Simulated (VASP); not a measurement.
# Ru (Pm-3m) in VASP: notebook

Ru is run at these levels: PBE; tasks: relaxation of cell and atoms.

Program: VASP 6.6.1. These are calculated values, not measurements. Logs are shortened: lines on timing, memory, paths and dates and some standing lists are left out, and cuts for length are marked.

## 1. The cell of the first run

The structure is cubic, space group Pm-3m (No. 221). Conventional cell: a = 2.487 Å, b = 2.487 Å, c = 2.487 Å, α = 90.00°, β = 90.00°, γ = 90.00°. Ru (site symmetry m-3m) has 6 Ru at 2.49 Å within 3.3 Å.

## 2. Relaxation of cell and atoms, PBE, target pressure -0.3 GPa, at which the enthalpy is minimised

File INCAR:

```
  PREC = Accurate
  ENCUT = 600
  EDIFF = 1E-6
  ISMEAR = -1
  SIGMA = 0.05
  LREAL = False
  LASPH = True
  NELM = 80
  ALGO = Normal
  ISIF = 3
  LWAVE = False
  LCHARG = False
  GGA = PE
  IBRION = 2
  NSW = 60
  EDIFFG = -0.005
  PSTRESS = -3.0
```

File KPOINTS:

```
Automatic mesh
0
Gamma
  16 16 16
```

File POSCAR:

```
Ru
1.0
    2.4872004898      0.0000000000      0.0000000000
    0.0000000000      2.4872004898      0.0000000000
    0.0000000000      0.0000000000      2.4872004898
Ru
1
Direct
    0.0000000000      0.0000000000      0.0000000000
```

Potentials or basis: VASP PAW PBE potentials, release 64 (Ru_pv).

Command:

```bash
> cat potpaw_PBE.64/Ru_pv/POTCAR > POTCAR
> mpirun -np 1 vasp_std > vasp.out
```

OUTCAR:

```text
PREC = Accurate
   ENCUT = 600
   EDIFF = 1E-6
   ISMEAR = -1
   LREAL = False
   LASPH = True
   NELM = 80
   ISIF = 3
   GGA = PE
   IBRION = 2
   NSW = 60
   EDIFFG = -0.005
   PSTRESS = -3.0

 ion  position               nearest neighbor table
   1  0.000  0.000  0.000-

  LATTYP: Found a simple cubic cell.
 ALAT       =     2.4872004898

  Lattice vectors:

 A1 = (   2.4872004898,   0.0000000000,   0.0000000000)
 A2 = (   0.0000000000,   2.4872004898,   0.0000000000)
 A3 = (   0.0000000000,   0.0000000000,   2.4872004898)

Analysis of symmetry for initial positions (statically):
=====================================================================
 Subroutine PRICEL returns:
 Original cell was already a primitive cell.

 Routine SETGRP: Setting up the symmetry group for a
 simple cubic supercell.

 Subroutine GETGRP returns: Found 48 space group operations
 (whereof 48 operations were pure point group operations)
 out of a pool of 48 trial point group operations.

The static configuration has the point symmetry O_h .

Analysis of symmetry for dynamics (positions and initial velocities):
=====================================================================
 Subroutine PRICEL returns:
 Original cell was already a primitive cell.

 Routine SETGRP: Setting up the symmetry group for a
 simple cubic supercell.

 Subroutine GETGRP returns: Found 48 space group operations
 (whereof 48 operations were pure point group operations)
 out of a pool of 48 trial point group operations.

The dynamic configuration has the point symmetry O_h .

 Subroutine INISYM returns: Found 48 space group operations
 (whereof 48 operations are pure point group operations),
 and found     1 'primitive' translations

----------------------------------------------------------------------------------------

                                     Primitive cell

  volume of cell :      15.3862

  direct lattice vectors                    reciprocal lattice vectors
     2.487200490  0.000000000  0.000000000     0.402058461  0.000000000  0.000000000
     0.000000000  2.487200490  0.000000000     0.000000000  0.402058461  0.000000000
     0.000000000  0.000000000  2.487200490     0.000000000  0.000000000  0.402058461

  length of vectors
     2.487200490  2.487200490  2.487200490     0.402058461  0.402058461  0.402058461

  position of ions in fractional coordinates (direct lattice)
     0.000000000  0.000000000  0.000000000

  ion indices of the primitive-cell ions
   primitive index   ion index
                 1           1

----------------------------------------------------------------------------------------

 KPOINTS: Automatic mesh

Automatic generation of k-mesh.
 Grid dimensions read from file:
 generate k-points for:   16   16   16

 Generating k-lattice:

  Cartesian coordinates                     Fractional coordinates (reciprocal lattice)
     0.025128654  0.000000000  0.000000000     0.062500000  0.000000000  0.000000000
     0.000000000  0.025128654  0.000000000     0.000000000  0.062500000  0.000000000
     0.000000000  0.000000000  0.025128654     0.000000000  0.000000000  0.062500000

  Length of vectors
     0.025128654  0.025128654  0.025128654

  Shift w.r.t. Gamma in fractional coordinates (k-lattice)
     0.000000000  0.000000000  0.000000000

 Subroutine IBZKPT returns following result:
 ===========================================

 Found    165 irreducible k-points:

 Following reciprocal coordinates:
            Coordinates               Weight
  0.000000  0.000000  0.000000      1.000000
  0.062500  0.000000  0.000000      6.000000
  0.125000  0.000000  0.000000      6.000000
  0.187500  0.000000  0.000000      6.000000
  0.250000  0.000000  0.000000      6.000000
  0.312500  0.000000  0.000000      6.000000
[... 16 lines left out ...]
  0.437500  0.125000  0.000000     24.000000
  0.500000  0.125000  0.000000     12.000000
 [... further k-points ...]
   k-points           NKPTS =    165   k-points in BZ     NKDIM =    165   number of bands    NBANDS=     11
   number of dos      NEDOS =    301   number of ions     NIONS =      1
   total plane-waves  NPLWV =   8000
   dimension x,y,z NGX =    20 NGY =   20 NGZ =   20
   dimension x,y,z NGXF=    40 NGYF=   40 NGZF=   40
   ions per type =               1
   NGX,Y,Z   is equivalent  to a cutoff of  13.37, 13.37, 13.37 a.u.
   NGXF,Y,Z  is equivalent  to a cutoff of  26.74, 26.74, 26.74 a.u.
 SYSTEM =  unknown system
   PREC   = accura    normal or accurate (medium, high low for compatibility)
   ISTART =      0    job   : 0-new  1-cont  2-samecut
   ICHARG =      2    charge: 1-file 2-atom 10-const
   ISPIN  =      1    spin polarized calculation?
   LNONCOLLINEAR =      F non collinear calculations
   LSORBIT =      F    spin-orbit coupling
   LASPH  =      T    aspherical Exc in radial PAW
   ENCUT  =  600.0 eV  44.10 Ry    6.64 a.u.   4.97  4.97  4.97*2*pi/ulx,y,z
   NELM   =     80;   NELMIN=  2; NELMDL= -5     # of ELM steps
   EDIFF  = 0.1E-05   stopping-criterion for ELM
   LREAL  =      F    real-space projection
   EDIFFG = -.5E-02   stopping-criterion for IOM
   NSW    =     60    number of steps for IOM
   IBRION =      2    ionic relax: 0-MD 1-quasi-New 2-CG
   NFREE  =      1    steps in history (QN), initial steepest desc. (CG)
   ISIF   =      3    stress and relaxation
   ISYM   =      2    0-nonsym 1-usesym 2-fastsym
   POTIM  = 0.5000    time-step for ionic-motion
   TEBEG  =    0.0;   TEEND  =   0.0 temperature during run
   PSTRESS=   -3.0 pullay stress
   NELECT =      14.0000    total number of electrons
   NUPDOWN=      -1.0000    fix difference up-down
   EMIN   =  10.00;   EMAX   =-10.00  energy-range for DOS
   EFERMI =   0.00;   METHOD = LEGACY
   ISMEAR =    -1;   SIGMA  =   0.05  broadening in eV -4-tet -1-fermi 0-gaus
   EFERMI_NEDOS =   21; number of points for ismear=-14 and -15
   IALGO  =     38    algorithm
   IMIX   =      4    mixing-type and parameters
     AMIX     =   0.40;   BMIX     =  1.00
     AMIX_MAG =   1.60;   BMIX_MAG =  1.00
  volume/ion in A,a.u.               =      15.39       103.83
  Fermi-wavevector in a.u.,A,eV,Ry     =   1.586378  2.997820 34.240362  2.516596
  Thomas-Fermi vector in A             =   2.685698
   LORBIT       =      0    0 simple, 1 ext, 2 COOP (PROOUT), +10 PAW based schemes
   GGA     = PE    functional components
   LHFCALC =     F    Hartree Fock is set to
   AEXX    =    0.0000 exact exchange contribution
   IVDW    =     0    specifies the selected vdW correction
   LEPSILON=     F    determine dielectric tensor
   LRPA    =     F    only Hartree local field effects (RPA)
 conjugate gradient relaxation of ions
 non-spin polarized calculation
  energy-cutoff  :      600.00
  volume of cell :       15.39
 maximum number of plane-waves:       536
 NGX is ok and might be reduce to    20
   NGX =  9   NGY =  9   NGZ =  9

--------------------------------------- Ionic step        1  -------------------------------------------

 number of electron      13.9999993 magnetization

 Free energy of the ion-electron system (eV)
  ---------------------------------------------------
  ext. energy  EPLUGINS =         0.00000000
  ---------------------------------------------------
  free energy    TOTEN  =        -8.09779129 eV

  energy without entropy =       -8.08744476  energy(sigma->0) =       -8.09261802

------------------------ aborting loop because EDIFF is reached ----------------------------------------

  FORCE on cell =-STRESS in cart. coord.  units (eV):
  Direction    XX          YY          ZZ          XY          YZ          ZX
  --------------------------------------------------------------------------------------
  -------------------------------------------------------------------------------------
  Total        0.6605150      0.6605150      0.6605150      0.0000000     -0.0000000      0.0000000
  in kB       68.7797934     68.7797934     68.7797934      0.0000000     -0.0000000      0.0000000
  external PRESSURE =      71.7797934 kB  Pullay stress =      -3.0000000 kB
[... 22 lines left out ...]
  enthalpy is  TOTEN    =        -8.1266012746 eV   P V=       -0.0288099866

--------------------------------------- Ionic step        2  -------------------------------------------

 number of electron      14.0000010 magnetization

 E-fermi :   9.4160     XC(G=0): -12.6178

 val. band max:        9.3870245885   @ k =   0.4375   0.2500   0.1875
 cond. band min:       9.4254951413   @ k =   0.3125   0.3125   0.0625
 fundamental gap:      0.0384705528
 Fermi energy:         9.4160329826

 k-point     1 :       0.0000    0.0000    0.0000
  band No.  band energies     occupation
      1     -32.9527      2.00000
      2     -32.9527      2.00000
      3     -32.9527      2.00000
      4       2.6952      2.00000
      5       4.5835      2.00000
      6       4.5835      2.00000
      7      10.8460      0.00000
      8      10.8460      0.00000
      9      10.8460      0.00000
     10      20.4365      0.00000
     11      25.5290      0.00000
[... 387 lines left out ...]
  FREE ENERGIE OF THE ION-ELECTRON SYSTEM (eV)
  ---------------------------------------------------
  free  energy   TOTEN  =        -8.1071058028 eV

  energy  without entropy=       -8.0962693388  energy(sigma->0) =       -8.10168757

  enthalpy is  TOTEN    =        -8.1368179042 eV   P V=       -0.0297121014

[... ionic steps 4 to 12 ...]

--------------------------------------- Ionic step       13  -------------------------------------------

 number of electron      13.9999997 magnetization

------------------------ aborting loop because EDIFF is reached ----------------------------------------

  FORCE on cell =-STRESS in cart. coord.  units (eV):
  Direction    XX          YY          ZZ          XY          YZ          ZX
  --------------------------------------------------------------------------------------
  -------------------------------------------------------------------------------------
  Total       -0.0166580     -0.0166580     -0.0166580      0.0000000     -0.0000000      0.0000000
  in kB       -1.6836843     -1.6836843     -1.6836843      0.0000000     -0.0000000      0.0000000
  external PRESSURE =       1.3163157 kB  Pullay stress =      -3.0000000 kB
[... 59 lines left out ...]
  enthalpy is  TOTEN    =        -8.1368236433 eV   P V=       -0.0296854464

--------------------------------------- Ionic step       15  -------------------------------------------

 number of electron      13.9999997 magnetization

 Free energy of the ion-electron system (eV)
  ---------------------------------------------------
  ext. energy  EPLUGINS =         0.00000000
  ---------------------------------------------------
  free energy    TOTEN  =        -8.10713053 eV

  energy without entropy =       -8.09630495  energy(sigma->0) =       -8.10171774

 E-fermi :  10.4784     XC(G=0): -13.0126

 val. band max:       10.4534444728   @ k =   0.4375   0.2500   0.1875
 cond. band min:      10.4840529272   @ k =   0.3125   0.3125   0.0625
 fundamental gap:      0.0306084544
 Fermi energy:        10.4784349806

 k-point     1 :       0.0000    0.0000    0.0000
  band No.  band energies     occupation
      1     -31.9311      2.00000
      2     -31.9311      2.00000
      3     -31.9311      2.00000
      4       3.3551      2.00000
      5       5.1663      2.00000
      6       5.1663      2.00000
      7      12.0755      0.00000
      8      12.0755      0.00000
      9      12.0755      0.00000
     10      21.4146      0.00000
     11      27.1001      0.00000
[... 350 lines left out ...]
  FREE ENERGIE OF THE ION-ELECTRON SYSTEM (eV)
  ---------------------------------------------------
  free  energy   TOTEN  =        -8.1071305345 eV

  energy  without entropy=       -8.0963049464  energy(sigma->0) =       -8.10171774

  enthalpy is  TOTEN    =        -8.1368240533 eV   P V=       -0.0296935188

 reached required accuracy - stopping structural energy minimisation
```

Run time: 41 s. Hardware: 1 thread of Intel Xeon 6975P-C (Granite Rapids), shared host; peak memory 0.15 GiB.

Results:

```yaml
Free_energy: -8.1071 eV
Relaxed_volume: 15.86 Å³/atom
Relaxed_cell: a = 2.512 Å, b = 2.512 Å, c = 2.512 Å, α = 90.00°, β = 90.00°, γ = 90.00°
Space_group_after_relaxing_to_0.05_Å: Pm-3m (No. 221)
Energy_change_on_relaxing_the_enthalpy_is_what_falls: -9.3 meV/atom
Ionic_steps: 15
Pressure_after_relaxing: -0.3 GPa
Band_gap_on_the_k_mesh: zero (band 7 reaches 14.14 eV, above the bottom of band 8 at 9.36 eV)
```

Step by step:
```
step  energy change (eV)  largest force (eV/Å)  pressure (GPa)  volume (Å³)
   1              0.0000                0.0000            6.88        15.39
   2              0.0403                0.0000          -13.06        16.97
   3             -0.0093                0.0000           -0.41        15.87
   4             -0.0093                0.0000           -0.36        15.86
   5             -0.0094                0.0000           -0.16        15.85
   6             -0.0094                0.0000           -0.14        15.85
   7             -0.0094                0.0000           -0.18        15.85
   8             -0.0094                0.0000           -0.19        15.85
   9             -0.0094                0.0000           -0.19        15.85
  10             -0.0094                0.0000           -0.19        15.85
  11             -0.0094                0.0000           -0.19        15.85
  12             -0.0094                0.0000           -0.18        15.85
  13             -0.0094                0.0000           -0.17        15.85
  14             -0.0093                0.0000           -0.24        15.85
  15             -0.0093                0.0000           -0.29        15.86
```

Final structure:
```
Ru
1.0
     2.51237    0.00000    0.00000
     0.00000    2.51237    0.00000
     0.00000    0.00000    2.51237
Ru
1
Cartesian
  0.0000 0.0000 2.5124
```

Caveat: the cell is relaxed towards a set pressure, so the enthalpy falls and the energy may rise.

## 3. Relaxation of cell and atoms, PBE, target pressure -0.3 GPa, at which the enthalpy is minimised

This run uses another cell than the first one, of 15.86 Å³/atom, 1.030 times its volume.

File INCAR:

```
SYSTEM = Ru
PREC     = Accurate       ! precision mode
ENCUT    = 600            ! plane-wave cutoff, eV
EDIFF    = 1E-7           ! SCF threshold, eV
ISMEAR   = -1             ! smearing method
SIGMA    = 0.05           ! smearing width, eV
LREAL    = .FALSE.        ! projectors in reciprocal space
LASPH    = .TRUE.         ! aspherical terms in the spheres
NELM     = 100            ! most SCF steps
ALGO     = Normal         ! electronic algorithm
ISIF     = 3              ! what is computed and relaxed
LWAVE    = .FALSE.        ! write WAVECAR
LCHARG   = .FALSE.        ! write CHGCAR
GGA      = PE             ! functional
IBRION   = 2              ! ionic algorithm
NSW      = 32             ! ionic steps
EDIFFG   = -0.005         ! ionic threshold
PSTRESS  = -3.0
```

File KPOINTS:

```
regular mesh
0
G
  16 16 16
  0 0 0
```

File POSCAR:

```
Ru
1.0
    2.5122072131      0.0000000000      0.0000000000
    0.0000000000      2.5122072131      0.0000000000
    0.0000000000      0.0000000000      2.5122072131
Ru
1
Direct
    0.0000000000      0.0000000000      0.0000000000
```

Potentials or basis: VASP PAW PBE potentials, release 64 (Ru_pv).

Command:

```bash
> cat potpaw_PBE.64/Ru_pv/POTCAR > POTCAR
> mpirun -np 1 vasp_std > vasp.out
```

Run time: 8.5 s. Hardware: 1 thread of Intel Xeon 6975P-C (Granite Rapids), shared host; peak memory 0.15 GiB.

Results (log left out):

| Item | Value |
| --- | --- |
| Free energy | -8.1076 eV |
| Pressure after relaxing | -0.3 GPa |
| Band gap on the k mesh | zero (band 7 reaches 14.14 eV, above the bottom of band 8 at 9.36 eV) |

Final structure:
```cif
data_structure
_symmetry_space_group_name_H-M 'P 1'
_symmetry_Int_Tables_number 1
_cell_length_a 2.5122
_cell_length_b 2.5122
_cell_length_c 2.5122
_cell_angle_alpha 90.000
_cell_angle_beta 90.000
_cell_angle_gamma 90.000
_cell_volume 15.86
loop_
_atom_site_label
_atom_site_type_symbol
_atom_site_fract_x
_atom_site_fract_y
_atom_site_fract_z
_atom_site_occupancy
Ru1 Ru 0.00000 0.00000 0.00000 1
```

Levels at points of the mesh, in eV from the Fermi level:
| k point | band 3 | band 4 | band 5 | band 6 | band 7 | band 8 | band 9 | band 10 | band 11 |
| --- | --- | --- | --- | --- | --- | --- | --- | --- | --- |
| (0.00, 0.00, 0.00) | -42.41 | -7.12 | -5.31 | -5.31 | 1.60 | 1.60 | 1.60 | 10.94 | 16.62 |
| (0.50, 0.00, 0.00) | -42.32 | -4.57 | -4.43 | -1.00 | -1.00 | -0.24 | 1.85 | 7.31 | 10.94 |
| (0.50, 0.50, 0.00) | -42.23 | -6.04 | -3.58 | -0.49 | -0.49 | 3.49 | 5.66 | 5.66 | 10.93 |
| (0.50, 0.50, 0.50) | -43.19 | -4.69 | -4.69 | -4.69 | 3.66 | 3.66 | 9.18 | 10.94 | 12.61 |

Caveat: the relaxation stopped at its first step, so nothing moved; the cell is relaxed towards a set pressure, so the enthalpy falls and the energy may rise.
